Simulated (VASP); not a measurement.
A run of VASP 6.6.1 is set up as follows.

The input POSCAR:

```
CeO2
1.0
    0.0000000000      2.7366883360      2.7366883360
    2.7366883360      0.0000000000      2.7366883360
    2.7366883360      2.7366883360      0.0000000000
Ce O
1 2
Direct
    0.0000000000      0.0000000000      0.0000000000
    0.2500000000      0.2500000000      0.2500000000
    0.7500000000      0.7500000000      0.7500000000
```

The input INCAR.step1:

```
SYSTEM = CeO2
PREC = Accurate
ENCUT = 520
ISMEAR = 0
SIGMA = 0.05
LREAL = .False.
LASPH = .True.
NELM = 80
NBANDS = 19
GGA = PE
ALGO = Normal
EDIFF = 1E-4
LWAVE = .True.
LCHARG = .False.
```

The input INCAR.step2:

```
SYSTEM = CeO2
PREC = Accurate
ENCUT = 520
EDIFF = 1E-6
ISMEAR = 0
SIGMA = 0.05
LREAL = .False.
LASPH = .True.
NELM = 80
ALGO = Normal
ISIF = 2
LWAVE = .False.
LCHARG = .True.
METAGGA = R2SCAN
LMIXTAU = .True.
LELF = .True.
LVHAR = .True.
NBANDS = 19
ISTART = 1
```

File KPOINTS:

```
Automatic mesh
0
Gamma
  8 8 8
  0 0 0
```

Potentials or basis: VASP PAW PBE potentials, release 64 (Ce, O).

Command:

```console
$ cat potpaw_PBE.64/Ce/POTCAR potpaw_PBE.64/O/POTCAR > POTCAR
$ cp INCAR.step1 INCAR
$ mpirun -np 1 vasp_std > vasp.out
$ cp INCAR.step2 INCAR
$ mpirun -np 1 vasp_std > vasp.out
```

Task: Predict the pressure.

Result: -3.9 GPa.

Task: Predict the band gap on the k mesh.

Result: 2.10 eV (least direct gap 2.22 eV).

Caveat: the cell stands under tension; the PAW data sets were made with another functional, which shifts forces and pressure a little; spin-orbit coupling is left out, which moves the levels of the heavy elements. A k mesh can miss the band edges.
